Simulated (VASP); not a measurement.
Wanted: the native input for a VASP 6.6.1 run.

```yaml
Task: relaxation of cell and atoms
Functional: PBE
Potentials_or_basis: VASP PAW PBE potentials, release 64 (Ba_sv, Pr_3, Br), 4f in core
Cutoff: 500 eV
k_mesh: 6 × 6 × 8
Occupations: gaussian, width 0.1 eV
Spin: no spin polarisation
Dipole_correction: no
Further_INCAR_settings: ALGO = Normal; EDIFF = 1e-07; IBRION = 2; EDIFFG = -0.01; NSW = 100; ISIF = 3
```

The structure of Ba3PrBr lies in POSCAR:

```
Ba3PrBr
1.0
    8.3870837175      0.0000000000      0.0000000000
   -4.1935418588      7.2634275630      0.0000000000
    0.0000000000      0.0000000000      5.6927357392
Ba Pr Br
3 1 1
Direct
    0.5000000000      0.0000000000      0.0000000000
    0.0000000000      0.5000000000      0.0000000000
    0.5000000000      0.5000000000      0.0000000000
    0.0000000000      0.0000000000      0.0000000000
    0.0000000000      0.0000000000      0.5000000000
```

The cell was generated, and may not be a known phase.

One way to write it, as run:

INCAR

```
ALGO = Normal ; EDIFF = 1E-7
EDIFFG = -0.01 ; ENCUT = 500
GGA = PE ; GGA_COMPAT = False
IBRION = 2 ; ISIF = 3
ISMEAR = 0 ; LASPH = True
LCHARG = False ; LMAXMIX = 6
LREAL = False ; LWAVE = False
NELM = 200 ; NELMIN = 4
NSW = 100 ; PREC = Accurate
SIGMA = 0.1
```

KPOINTS

```
k-points
0
Gamma
  6 6 8
```

Potentials or basis: VASP PAW PBE potentials, release 64 (Ba_sv, Pr_3, Br), 4f in core.

The run is started by

```bash
$ cat potpaw_PBE.64/Ba_sv/POTCAR potpaw_PBE.64/Pr_3/POTCAR potpaw_PBE.64/Br/POTCAR > POTCAR
$ mpirun -np 1 vasp_std > vasp.out
```

It gave:

- Relaxed volume: 70.32 Å³/atom
- Relaxed cell: a = 8.457 Å, b = 8.457 Å, c = 5.676 Å, α = 90.00°, β = 90.00°, γ = 120.00°
- Space group after relaxing (to 0.1 Å): P6/mmm (No. 191)
- Energy gained by relaxing: 0.7 meV/atom
- Ionic steps: 4
- Pressure after relaxing: 0.0 GPa
- Band gap on the k mesh: zero (bands 24 and 25 overlap by 0.54 eV)

Caveat: spin-orbit coupling is left out, which moves the levels of the heavy elements; the 4f electrons are frozen in the core, so they carry no moment and show no levels; the run has no spin polarisation, though such a crystal can be magnetic.

It took 9.2 min on 1 thread of Intel(R) Xeon(R) 6975P-C (Granite Rapids), on a shared host, peak memory 0.67 GiB.
